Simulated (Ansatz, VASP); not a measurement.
NaH: VASP beside Ansatz

Contents of POSCAR:

```
NaH
1.0
    0.0000000000      2.3975122873      2.3975122873
    2.3975122873      0.0000000000      2.3975122873
    2.3975122873      2.3975122873      0.0000000000
Na H
1 1
Direct
    0.0000000000      0.0000000000      0.0000000000
    0.5000000000      0.5000000000      0.5000000000
```

File INCAR.step1:

```
  PREC = Accurate
  ENCUT = 520
  EDIFF = 1E-5
  ISMEAR = 0
  SIGMA = 0.01
  LREAL = False
  LASPH = True
  NELM = 80
  ALGO = Normal
  ISIF = 2
  LWAVE = True
  GGA = PE
  NBANDS = 11
```

Contents of INCAR.step2:

```
  PREC = Accurate
  ENCUT = 520
  EDIFF = 1E-6
  ISMEAR = 0
  SIGMA = 0.01
  LREAL = False
  LASPH = True
  NELM = 80
  ALGO = Normal
  ISIF = 2
  LWAVE = False
  LCHARG = True
  GGA = PE
  LHFCALC = True
  HFSCREEN = 0.2079
  PRECFOCK = Normal
  LELF = True
  LVHAR = True
  ISTART = 1
  NBANDS = 11
```

Contents of KPOINTS:

```
Automatic mesh
0
Gamma
  4 4 4
```

Input for Ansatz:

```yaml
crystal:
  lattice:
    - [0.0, 2.3975122873, 2.3975122873]
    - [2.3975122873, 0.0, 2.3975122873]
    - [2.3975122873, 2.3975122873, 0.0]
  atoms:
    - { symbol: Na, position: [0.0, 0.0, 0.0] }
    - { symbol: H, position: [0.5, 0.5, 0.5] }
kpoints:
  mp_grid: { grid: [4, 4, 4] }
hamiltonian:
  xc: hse06
scf:
  occupations: { method: fixed }
  n_extra_bands: 4
output:
  forces: true
  stress: true
  eigenvalues: true
```

Alike in both runs: task single point; functional HSE06; k mesh 4 × 4 × 4; no spin polarisation.

```csv
,VASP,Ansatz
version,VASP 6.6.1,Ansatz 0.2.0
potentials or method,"VASP PAW PBE potentials, release 64 (Na_pv, H)","plane waves, PAW"
plane-wave cutoff (eV),520,420
occupations,"gaussian, width 0.01 eV",fixed
valence electrons in the cell,8,10
```

```csv
,VASP,Ansatz,Ansatz less VASP
gap on the k mesh at the Fermi level (eV),4.85,4.85,+0.003
pressure (GPa),0.2,0.2,0.00
```

VASP's potentials hold 8 valence electrons a cell and Ansatz's 10, so a difference there can come from the potentials and not from the codes. Ansatz's warnings: stress exchange threshold loose, stress scf threshold loose.

The k mesh is coarse, so the values compare programs but aren't converged.
